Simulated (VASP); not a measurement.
# Zr3ZnN2 (P6/mmm) in VASP: further runs, part 2 of 2

VASP 6.6.1. Earlier steps stand in the parts before.

### 4 Single point, PBE

INCAR reads:

```
SYSTEM = Zr3ZnN2
PREC = Accurate
ENCUT = 520
EDIFF = 1E-6
ISMEAR = 0
SIGMA = 0.1
LREAL = .False.
LASPH = .True.
NELM = 100
ALGO = Normal
ISIF = 2
LWAVE = .False.
LCHARG = .False.
GGA = PE
NBANDS = 38
```

KPOINTS reads:

```
regular mesh
0
Gamma
  6 6 12
  0 0 0
```

POSCAR reads:

```
Zr3ZnN2
1.0
    5.9702830155      0.0000000000      0.0000000000
   -2.9851415077      5.1704167592      0.0000000000
    0.0000000000      0.0000000000      3.0937537531
Zr Zn N
3 1 2
Direct
    0.5000000000      0.0000000000      0.0000000000
    0.0000000000      0.5000000000      0.0000000000
    0.5000000000      0.5000000000      0.0000000000
    0.0000000000      0.0000000000      0.0000000000
    0.3333333333      0.6666666667      0.5000000000
    0.6666666667      0.3333333333      0.5000000000
```

Potentials or basis: VASP PAW PBE potentials, release 64 (Zr_sv, Zn, N).

Launch:

```console
cat potpaw_PBE.64/Zr_sv/POTCAR potpaw_PBE.64/Zn/POTCAR potpaw_PBE.64/N/POTCAR > POTCAR
mpirun -np 1 vasp_std > vasp.out
```

OUTCAR:

```text
SYSTEM = Zr3ZnN2
   PREC = Accurate
   ENCUT = 520
   EDIFF = 1E-6
   ISMEAR = 0
   LREAL = .False.
   LASPH = .True.
   NELM = 100
   ISIF = 2
   GGA = PE

 ion  position               nearest neighbor table
   1  0.500  0.000  0.000-   5 2.32   6 2.32   5 2.32   6 2.32   3 2.99   3 2.99   4 2.99   4 2.99
                             2 2.99   2 2.99
   2  0.000  0.500  0.000-   5 2.32   6 2.32   5 2.32   6 2.32   4 2.99   4 2.99   3 2.99   3 2.99
                             1 2.99   1 2.99
   3  0.500  0.500  0.000-   5 2.32   6 2.32   5 2.32   6 2.32   1 2.99   1 2.99   2 2.99   2 2.99
                             4 2.99   4 2.99
   4  0.000  0.000  0.000-   2 2.99   2 2.99   1 2.99   1 2.99   3 2.99   3 2.99
   5  0.333  0.667  0.500-   1 2.32   1 2.32   2 2.32   2 2.32   3 2.32   3 2.32
   6  0.667  0.333  0.500-   1 2.32   1 2.32   2 2.32   2 2.32   3 2.32   3 2.32

  LATTYP: Found a hexagonal cell.
 ALAT       =     5.9702830155
 C/A-ratio  =     0.5181921435

  Lattice vectors:

 A1 = (   5.9702830155,   0.0000000000,   0.0000000000)
 A2 = (  -2.9851415077,   5.1704167592,   0.0000000000)
 A3 = (   0.0000000000,   0.0000000000,   3.0937537531)

Analysis of symmetry for initial positions (statically):
=====================================================================
 Subroutine PRICEL returns:
 Original cell was already a primitive cell.

 Routine SETGRP: Setting up the symmetry group for a
 hexagonal supercell.

 Subroutine GETGRP returns: Found 24 space group operations
 (whereof 24 operations were pure point group operations)
 out of a pool of 24 trial point group operations.

The static configuration has the point symmetry D_6h.

Analysis of symmetry for dynamics (positions and initial velocities):
=====================================================================
 Subroutine PRICEL returns:
 Original cell was already a primitive cell.

 Routine SETGRP: Setting up the symmetry group for a
 hexagonal supercell.

 Subroutine GETGRP returns: Found 24 space group operations
 (whereof 24 operations were pure point group operations)
 out of a pool of 24 trial point group operations.

The dynamic configuration has the point symmetry D_6h.

 Subroutine INISYM returns: Found 24 space group operations
 (whereof 24 operations are pure point group operations),
 and found     1 'primitive' translations

----------------------------------------------------------------------------------------

                                     Primitive cell

  volume of cell :      95.5006

  direct lattice vectors                    reciprocal lattice vectors
     5.970283015  0.000000000  0.000000000     0.167496247  0.096704003  0.000000000
    -2.985141508  5.170416759  0.000000000     0.000000000  0.193408007  0.000000000
     0.000000000  0.000000000  3.093753753     0.000000000  0.000000000  0.323231931

  length of vectors
     5.970283015  5.970283015  3.093753753     0.193408007  0.193408007  0.323231931

  position of ions in fractional coordinates (direct lattice)
     0.500000000  0.000000000  0.000000000
     0.000000000  0.500000000  0.000000000
     0.500000000  0.500000000  0.000000000
     0.000000000  0.000000000  0.000000000
     0.333333333  0.666666667  0.500000000
[... 40 lines left out ...]
  0.166667 -0.000000  0.000000      6.000000
  0.333333 -0.000000  0.000000      6.000000
  0.500000 -0.000000  0.000000      3.000000
  0.166667  0.166667  0.000000      6.000000
  0.333333  0.166667  0.000000     12.000000
[... 16 lines left out ...]
  0.166667 -0.000000  0.250000     12.000000
  0.333333 -0.000000  0.250000     12.000000
 [... further k-points ...]
   k-points           NKPTS =     49   k-points in BZ     NKDIM =     49   number of bands    NBANDS=     38
   number of dos      NEDOS =    301   number of ions     NIONS =      6
   total plane-waves  NPLWV =  55296
   dimension x,y,z NGX =    48 NGY =   48 NGZ =   24
   dimension x,y,z NGXF=    96 NGYF=   96 NGZF=   48
   ions per type =               3   1   2
   NGX,Y,Z   is equivalent  to a cutoff of  13.37, 13.37, 12.90 a.u.
   NGXF,Y,Z  is equivalent  to a cutoff of  26.73, 26.73, 25.79 a.u.
 SYSTEM =  Zr3ZnN2
   PREC   = accura    normal or accurate (medium, high low for compatibility)
   ISTART =      0    job   : 0-new  1-cont  2-samecut
   ICHARG =      2    charge: 1-file 2-atom 10-const
   ISPIN  =      1    spin polarized calculation?
   LNONCOLLINEAR =      F non collinear calculations
   LSORBIT =      F    spin-orbit coupling
   LASPH  =      T    aspherical Exc in radial PAW
   ENCUT  =  520.0 eV  38.22 Ry    6.18 a.u.  11.10 11.10  5.75*2*pi/ulx,y,z
   NELM   =    100;   NELMIN=  2; NELMDL= -5     # of ELM steps
   EDIFF  = 0.1E-05   stopping-criterion for ELM
   LREAL  =      F    real-space projection
   EDIFFG = 0.1E-04   stopping-criterion for IOM
   NSW    =      0    number of steps for IOM
   IBRION =     -1    ionic relax: 0-MD 1-quasi-New 2-CG
   NFREE  =      0    steps in history (QN), initial steepest desc. (CG)
   ISIF   =      2    stress and relaxation
   ISYM   =      2    0-nonsym 1-usesym 2-fastsym
   POTIM  = 0.5000    time-step for ionic-motion
   TEBEG  =    0.0;   TEEND  =   0.0 temperature during run
   PSTRESS=    0.0 pullay stress
   NELECT =      58.0000    total number of electrons
   NUPDOWN=      -1.0000    fix difference up-down
   EMIN   =  10.00;   EMAX   =-10.00  energy-range for DOS
   EFERMI =   0.00;   METHOD = LEGACY
   ISMEAR =     0;   SIGMA  =   0.10  broadening in eV -4-tet -1-fermi 0-gaus
   EFERMI_NEDOS =   21; number of points for ismear=-14 and -15
   IALGO  =     38    algorithm
   IMIX   =      4    mixing-type and parameters
     AMIX     =   0.40;   BMIX     =  1.00
     AMIX_MAG =   1.60;   BMIX_MAG =  1.00
  volume/ion in A,a.u.               =      15.92       107.41
  Fermi-wavevector in a.u.,A,eV,Ry     =   1.386379  2.619877 26.151048  1.922048
  Thomas-Fermi vector in A             =   2.510701
   LORBIT       =      0    0 simple, 1 ext, 2 COOP (PROOUT), +10 PAW based schemes
   GGA     = PE    functional components
   LHFCALC =     F    Hartree Fock is set to
   AEXX    =    0.0000 exact exchange contribution
   IVDW    =     0    specifies the selected vdW correction
   LEPSILON=     F    determine dielectric tensor
   LRPA    =     F    only Hartree local field effects (RPA)
 non-spin polarized calculation
 Gauss-broadening in eV      SIGMA  =   0.10
  energy-cutoff  :      520.00
  volume of cell :       95.50
 maximum number of plane-waves:      2595
 NGX is ok and might be reduce to    48
   NGX = 23   NGY = 23   NGZ = 11

 number of electron      57.9999985 magnetization

 Free energy of the ion-electron system (eV)
  ---------------------------------------------------
  ext. energy  EPLUGINS =         0.00000000
  ---------------------------------------------------
  free energy    TOTEN  =       -48.48744999 eV

  energy without entropy =      -48.47115178  energy(sigma->0) =      -48.47930089

 E-fermi :   8.1880     XC(G=0): -11.3371

 val. band max:        8.1771599937   @ k =   0.5000  -0.0000   0.4167
 cond. band min:       8.1909962021   @ k =   0.0000   0.0000   0.5000
 fundamental gap:      0.0138362083
 Fermi energy:         8.1879927007

 k-point     1 :       0.0000    0.0000    0.0000
  band No.  band energies     occupation
      1     -40.9597      2.00000
      2     -40.7886      2.00000
      3     -40.7886      2.00000
      4     -19.9563      2.00000
      5     -19.2668      2.00000
      6     -19.2668      2.00000
[... 973 lines left out ...]
     37      11.4526      0.00000
     38      12.4208      0.00000

 [... further k-points ...]

------------------------ aborting loop because EDIFF is reached ----------------------------------------

  FORCE on cell =-STRESS in cart. coord.  units (eV):
  Direction    XX          YY          ZZ          XY          YZ          ZX
  --------------------------------------------------------------------------------------
  -------------------------------------------------------------------------------------
  Total        0.1049431      0.1049431      0.1283981      0.0000000      0.0000000      0.0000000
  in kB        1.7605898      1.7605898      2.1540851      0.0000000      0.0000000      0.0000000
  external PRESSURE =       1.8917549 kB  Pullay stress =       0.0000000 kB

 VOLUME and BASIS-vectors are now :
 -----------------------------------------------------------------------------
  energy-cutoff  :      520.00
  volume of cell :       95.50
      direct lattice vectors                 reciprocal lattice vectors
     5.970283015  0.000000000  0.000000000     0.167496247  0.096704003  0.000000000
    -2.985141508  5.170416759  0.000000000     0.000000000  0.193408007  0.000000000
     0.000000000  0.000000000  3.093753753     0.000000000  0.000000000  0.323231931

 POSITION                                       TOTAL-FORCE (eV/Angst)
 -----------------------------------------------------------------------------------
      2.98514      0.00000      0.00000        -0.000000      0.000000      0.000000
     -1.49257      2.58521      0.00000        -0.000000      0.000000      0.000000
      1.49257      2.58521      0.00000        -0.000000      0.000000      0.000000
      0.00000      0.00000      0.00000        -0.000000      0.000000      0.000000
     -0.00000      3.44694      1.54688        -0.000000      0.000000      0.000000
      2.98514      1.72347      1.54688         0.000000      0.000000      0.000000
 -----------------------------------------------------------------------------------
    total drift:                               -0.000000      0.000000      0.000000

  FREE ENERGIE OF THE ION-ELECTRON SYSTEM (eV)
  ---------------------------------------------------
  free  energy   TOTEN  =       -48.4874499871 eV

  energy  without entropy=      -48.4711517836  energy(sigma->0) =      -48.47930089
```

It took 2.1 min on 1 thread of AMD EPYC 9R45 (Zen 5), shared host; peak memory 0.29 GiB.

Results:

| Quantity | Value |
| --- | --- |
| Free energy | -48.4874 eV |
| Pressure | 0.2 GPa |
| Band gap on the k mesh | zero (bands 29 and 30 overlap by 1.34 eV) |

### 5 The runs side by side

| cell | k mesh | gap on the mesh (eV) | pressure (GPa) |
| --- | --- | --- | --- |
| a = 5.973, b = 5.973, c = 3.095 Å, angles 90.0, 90.0, 120.0°, 6 atoms | 3 × 3 × 6 | none | 0.2 |
| a = 5.976, b = 5.976, c = 3.087 Å, angles 90.0, 90.0, 120.0°, 6 atoms | 6 × 6 × 4 | none | 0.2 |
| a = 5.970, b = 5.970, c = 3.094 Å, angles 90.0, 90.0, 120.0°, 6 atoms | 6 × 6 × 12 | none | 0.2 |

Alike in all rows: task single point; level PBE; potentials or basis VASP PAW PBE potentials, release 64 (Zr_sv, Zn, N); no spin polarisation; cutoff (eV) 520; smearing gaussian 0.1 eV.

Caveats: some runs use coarse meshes.

Total energies depend on the potentials used, so only differences within one code and one set of settings carry meaning.
